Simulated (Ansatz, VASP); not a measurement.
Given: the input of a run of Ansatz 0.2.0 on WS2.

input.yaml

```yaml
crystal:
  lattice:
    - [3.2459540962, 0.0, 0.0]
    - [-1.6229770481, 2.8110787067, 0.0]
    - [0.0, 0.0, 17.2830265641]
  atoms:
    - { symbol: W, position: [0.0, 0.0, 0.0] }
    - { symbol: S, position: [0.3333333333, 0.6666666667, 0.09200051] }
    - { symbol: S, position: [0.3333333333, 0.6666666667, 0.90799949] }
hamiltonian:
  xc: lda
  pseudopotentials: { kind: paw }
kpoints:
  mp_grid: { grid: [10, 10, 2] }
scf:
  occupations: { method: fermi_dirac, width: 0.05 }
output:
  forces: true
  stress: true
  eigenvalues: true
```

Potentials or basis: Ansatz PAW.

Launch:

```bash
$ ansatz run input.yaml --threads 2 --pin off --max-ram 5632MiB --backend cpu --events-out ev --progress --plain --runs-dir out
```

Question: Set up the same calculation for VASP 6.6.1. Potentials there: VASP PAW LDA potentials, release 64 (W_sv, S).

Answer: As run (the cutoff follows the program's own potentials):

The input INCAR:

```
PREC = Accurate
ENCUT = 520
EDIFF = 1E-6
ISMEAR = -1
SIGMA = 0.05
LREAL = F
LASPH = T
NELM = 60
ALGO = Normal
ISIF = 2
LWAVE = F
LCHARG = T
LELF = T
LVHAR = T
NBANDS = 20
```

Contents of KPOINTS:

```
Automatic mesh
0
Gamma
  10 10 2
```

The input POSCAR:

```
WS2
1.0
    3.2459540962      0.0000000000      0.0000000000
   -1.6229770481      2.8110787067      0.0000000000
    0.0000000000      0.0000000000     17.2830265641
W S
1 2
Direct
    0.0000000000      0.0000000000      0.0000000000
    0.3333333333      0.6666666667      0.0920005100
    0.3333333333      0.6666666667      0.9079994900
```

Potentials or basis: VASP PAW LDA potentials, release 64 (W_sv, S).

Command:

```bash
$ cat potpaw_LDA.64/W_sv/POTCAR potpaw_LDA.64/S/POTCAR > POTCAR
$ mpirun -np 1 vasp_std > vasp.out
```

Both were run:

|  | VASP | Ansatz | Ansatz less VASP |
| --- | --- | --- | --- |
| gap on the k mesh at the Fermi level (eV) | 1.82 | 1.81 | -0.012 |
| least direct gap on the mesh (eV) | 1.98 | 1.97 | -0.008 |
| rms of the force components (eV/Å) | 0.610 | 0.629 | +0.0192 |

LDA's correlation is that of Perdew and Zunger in VASP and of Perdew and Wang (1992) in Ansatz. Atom by atom the forces differ by 0.019 eV/Å (rms over components).

Spin-orbit coupling is off throughout.
